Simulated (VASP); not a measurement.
# As (P-1) in VASP: a series of runs

The runs below take As through single point, with PBE-based screened hybrid with 25 % exact exchange.

All numbers are computed with VASP 6.6.1; they aren't measurements. Logs are shortened: lines on timing, memory, paths and dates and some standing lists are left out, and cuts for length are marked.

**1. The cell of the first run**

The typed cell holds 2 atoms: a = 3.824 Å, b = 3.824 Å, c = 3.824 Å, α = 60.00°, β = 60.00°, γ = 60.00°.

**2. Single point, PBE-based screened hybrid with 25 % exact exchange**

Contents of POSCAR:

```
As
1.0
   -2.7036817400      0.0000000000     -2.7036817400
    0.0000000000     -2.7036817400     -2.7036817400
   -2.7036817400     -2.7036817400      0.0000000000
As
2
Direct
    0.2763515400      0.2271399200      0.2568997100
    0.7236484600      0.7728600800      0.7431002900
```

Contents of INCAR.step1:

```
SYSTEM = As
PREC = Accurate
ENCUT = 520
EDIFF = 1E-5
ISMEAR = -1
SIGMA = 0.05
LREAL = .False.
LASPH = .True.
NELM = 100
ALGO = Normal
ISIF = 2
LWAVE = .True.
LCHARG = .False.
NBANDS = 12
GGA = PE
```

Contents of INCAR.step2:

```
SYSTEM = As
PREC = Accurate
ENCUT = 520
EDIFF = 1E-6
ISMEAR = -1
SIGMA = 0.05
LREAL = .False.
LASPH = .True.
NELM = 100
ALGO = Normal
ISIF = 2
LWAVE = .False.
LCHARG = .False.
GGA = PE
LHFCALC = .True.
AEXX = 0.25
HFSCREEN = 0.2
PRECFOCK = Normal
NBANDS = 12
ISTART = 1
```

Contents of KPOINTS:

```
regular mesh
0
Gamma
  5 5 5
  0 0 0
```

Potentials or basis: VASP PAW PBE potentials, release 64 (As).

Launch:

```
$ cat potpaw_PBE.64/As/POTCAR > POTCAR
$ cp INCAR.step1 INCAR
$ mpirun -np 1 vasp_std > vasp.out
$ cp INCAR.step2 INCAR
$ mpirun -np 1 vasp_std > vasp.out
```

OUTCAR:

```text
SYSTEM = As
   PREC = Accurate
   ENCUT = 520
   EDIFF = 1E-6
   ISMEAR = -1
   LREAL = .False.
   LASPH = .True.
   NELM = 100
   ISIF = 2
   GGA = PE
   LHFCALC = .True.
   AEXX = 0.25
   HFSCREEN = 0.2
   PRECFOCK = Normal
   ISTART = 1

 ion  position               nearest neighbor table
   1  0.276  0.227  0.257-   2 2.53   2 2.62   2 2.69   2 2.73   2 2.80   2 2.88
   2  0.724  0.773  0.743-   1 2.53   1 2.62   1 2.69   1 2.73   1 2.80   1 2.88

  LATTYP: Found a face centered cubic cell.
 ALAT       =     5.4073634800

  Lattice vectors:

 A1 = (  -2.7036817400,   0.0000000000,  -2.7036817400)
 A2 = (   0.0000000000,  -2.7036817400,  -2.7036817400)
 A3 = (  -2.7036817400,  -2.7036817400,   0.0000000000)

Analysis of symmetry for initial positions (statically):
=====================================================================
 Subroutine PRICEL returns:
 Original cell was already a primitive cell.

 Routine SETGRP: Setting up the symmetry group for a
 face centered cubic supercell.

 Subroutine GETGRP returns: Found  2 space group operations
 (whereof  2 operations were pure point group operations)
 out of a pool of 48 trial point group operations.

The static configuration has the point symmetry S_2 .

Analysis of symmetry for dynamics (positions and initial velocities):
=====================================================================
 Subroutine PRICEL returns:
 Original cell was already a primitive cell.

 Routine SETGRP: Setting up the symmetry group for a
 face centered cubic supercell.

 Subroutine GETGRP returns: Found  2 space group operations
 (whereof  2 operations were pure point group operations)
 out of a pool of 48 trial point group operations.

The dynamic configuration has the point symmetry S_2 .

 Subroutine INISYM returns: Found  2 space group operations
 (whereof  2 operations are pure point group operations),
 and found     1 'primitive' translations

----------------------------------------------------------------------------------------

                                     Primitive cell

  volume of cell :      39.5273

  direct lattice vectors                    reciprocal lattice vectors
    -2.703681740  0.000000000 -2.703681740    -0.184933009  0.184933009 -0.184933009
     0.000000000 -2.703681740 -2.703681740     0.184933009 -0.184933009 -0.184933009
    -2.703681740 -2.703681740  0.000000000    -0.184933009 -0.184933009  0.184933009

  length of vectors
     3.823583385  3.823583385  3.823583385     0.320313368  0.320313368  0.320313368
[... 99 lines left out ...]
   IMIX   =      1    mixing-type and parameters
     AMIX     =   0.40;   BMIX     =  1.00
     AMIX_MAG =   1.60;   BMIX_MAG =  1.00
  volume/ion in A,a.u.               =      19.76       133.37
  Fermi-wavevector in a.u.,A,eV,Ry     =   1.035403  1.956627 14.586243  1.072059
  Thomas-Fermi vector in A             =   2.169744
   LORBIT       =      0    0 simple, 1 ext, 2 COOP (PROOUT), +10 PAW based schemes
   GGA     = PE    functional components
   LHFCALC =     T    Hartree Fock is set to
   PRECFOCK=normal    Normal, Fast or Accurate (Low or Medium for compatibility)
   ENCUT4O =  -1.0   cutoff for four orbital integrals eV
   NKREDX  =     1    reduce k-point grid by
   NKREDY  =     1    reduce k-point grid by
   NKREDZ  =     1    reduce k-point grid by
   AEXX    =    0.2500 exact exchange contribution
   HFSCREEN=    0.2000 screening length (either q_TF or 0.3 A-1)
   HFSCREENC=   0.2000 screening length for correlation (either q_TF or 0.3 A-1)
   ENCUTFOCK=  -1.0 apply spherical cutoff to Coloumb kernel
   IVDW    =     0    specifies the selected vdW correction
   LEPSILON=     F    determine dielectric tensor
   LRPA    =     F    only Hartree local field effects (RPA)
 non-spin polarized calculation
  energy-cutoff  :      520.00
  volume of cell :       39.53
 maximum number of plane-waves:      1073
  NGX = 24; NGY = 24; NGZ = 24

 number of electron      10.0000000 magnetization

 Free energy of the ion-electron system (eV)
  ---------------------------------------------------
  ext. energy  EPLUGINS =         0.00000000
  ---------------------------------------------------
  free energy    TOTEN  =       -11.05035623 eV

  energy without entropy =      -11.04852993  energy(sigma->0) =      -11.04944308

 E-fermi :   5.8718     XC(G=0):  -8.6351

 val. band max:        5.7667271744   @ k =  -0.2000   0.2000   0.0000
 cond. band min:       5.9660217116   @ k =   0.4000   0.0000   0.0000
 fundamental gap:      0.1992945372
 Fermi energy:         5.8718421792

 k-point     1 :       0.0000    0.0000    0.0000
  band No.  band energies     occupation
      1     -11.0114      2.00000
      2       0.5484      2.00000
      3       3.3949      2.00000
      4       3.6680      2.00000
      5       3.7221      2.00000
      6       9.9571      0.00000
      7      10.0402      0.00000
      8      10.7268      0.00000
      9      12.2670      0.00000
     10      12.7458      0.00000
     11      12.8266      0.00000
     12      14.9227      0.00000
[... 331 lines left out ...]
 k-point    24 :       0.4000    0.0000    0.2000
  band No.  band energies     occupation
      1      -8.8825      2.00000
      2      -4.2692      2.00000
      3       1.4826      2.00000
      4       2.1249      2.00000
      5       3.0191      2.00000
      6       9.6264      0.00000
      7       9.6730      0.00000
      8      10.5854      0.00000
      9      11.1823      0.00000
     10      17.8385      0.00000
     11      18.1817      0.00000
     12      19.3146      0.00000

 [... further k-points ...]

------------------------ aborting loop because EDIFF is reached ----------------------------------------

  FORCE on cell =-STRESS in cart. coord.  units (eV):
  Direction    XX          YY          ZZ          XY          YZ          ZX
  --------------------------------------------------------------------------------------
  -------------------------------------------------------------------------------------
  Total        0.1292679     -0.0911632      0.4081413     -0.4680502     -0.0216932      0.0631964
  in kB        5.2396777     -3.6951636     16.5433856    -18.9717032     -0.8793014      2.5615692
  external PRESSURE =       6.0292999 kB  Pullay stress =       0.0000000 kB

 VOLUME and BASIS-vectors are now :
 -----------------------------------------------------------------------------
  energy-cutoff  :      520.00
  volume of cell :       39.53
      direct lattice vectors                 reciprocal lattice vectors
    -2.703681740  0.000000000 -2.703681740    -0.184933009  0.184933009 -0.184933009
     0.000000000 -2.703681740 -2.703681740     0.184933009 -0.184933009 -0.184933009
    -2.703681740 -2.703681740  0.000000000    -0.184933009 -0.184933009  0.184933009

 POSITION                                       TOTAL-FORCE (eV/Angst)
 -----------------------------------------------------------------------------------
     -1.44174     -1.30869     -1.36128        -0.754892      0.637295     -0.107843
     -3.96562     -4.09867     -4.04608         0.754892     -0.637295      0.107843
 -----------------------------------------------------------------------------------
    total drift:                               -0.000000     -0.000000     -0.000000

  FREE ENERGIE OF THE ION-ELECTRON SYSTEM (eV)
  ---------------------------------------------------
  free  energy   TOTEN  =       -11.0503562334 eV

  energy  without entropy=      -11.0485299334  energy(sigma->0) =      -11.04944308
```

It took 45 min on 1 thread of Intel Xeon 8259CL, shared host; peak memory 0.29 GiB.

What came out:

```
Free energy   : -11.0504 eV
Pressure      : 0.6 GPa
Largest force : 0.994 eV/Å
```

Forces in eV/Å, atoms in the order of the input:
```
As  -0.755  0.637 -0.108
As   0.755 -0.637  0.108
```

Levels at points of the mesh, in eV from the Fermi level:
| k point | band 2 | band 3 | band 4 | band 5 | band 6 | band 7 | band 8 | band 9 |
| --- | --- | --- | --- | --- | --- | --- | --- | --- |
| (0.00, 0.00, 0.00) | -5.32 | -2.48 | -2.20 | -2.15 | 4.09 | 4.17 | 4.85 | 6.40 |

Caveat: the PAW data sets were made with another functional, which shifts forces and pressure a little.

**3. Single point, PBE-based screened hybrid with 25 % exact exchange**

POSCAR is that of step 2.

Contents of INCAR.step1:

```
ALGO = Normal
EDIFF = 1E-5
ENCUT = 520
GGA = PE
ISIF = 2
ISMEAR = -1
LASPH = T
LREAL = F
LWAVE = T
NBANDS = 12
NELM = 60
PREC = Accurate
SIGMA = 0.05
```

Contents of INCAR.step2:

```
AEXX = 0.25
ALGO = Normal
EDIFF = 1E-7
ENCUT = 520
GGA = PE
HFSCREEN = 0.4
ISIF = 2
ISMEAR = -1
ISTART = 1
LASPH = T
LCHARG = T
LELF = T
LHFCALC = T
LREAL = F
LVHAR = T
LWAVE = F
NBANDS = 12
NELM = 60
PREC = Accurate
PRECFOCK = Normal
SIGMA = 0.05
```

Contents of KPOINTS:

```
k-points
0
Gamma
  5 5 5
```

Potentials or basis: VASP PAW PBE potentials, release 64 (As).

Launch:

```
$ cat potpaw_PBE.64/As/POTCAR > POTCAR
$ cp INCAR.step1 INCAR
$ mpirun -np 1 vasp_std > vasp.out
$ cp INCAR.step2 INCAR
$ mpirun -np 1 vasp_std > vasp.out
```

Wall time 83 min (1 thread of Intel Xeon 8259CL, shared host); peak memory 0.29 GiB.

Results (log left out):

* Free energy: -10.3533 eV
* Pressure: 1.5 GPa
* Largest force: 0.876 eV/Å

Forces in eV/Å, atoms in the order of the input:
```
As  -0.674  0.550 -0.103
As   0.674 -0.550  0.103
```

Stress tensor (GPa, compression positive):
```
 1.51 -1.67  0.24
-1.67  0.68 -0.10
 0.24 -0.10  2.46
```

Levels at points of the mesh, in eV from the Fermi level:
| k point | band 3 | band 4 | band 5 | band 6 | band 7 | band 8 |
| --- | --- | --- | --- | --- | --- | --- |
| (0.00, 0.00, 0.00) | -2.29 | -2.02 | -1.97 | 3.90 | 3.97 | 4.62 |

Caveat: the PAW data sets were made with another functional, which shifts forces and pressure a little.
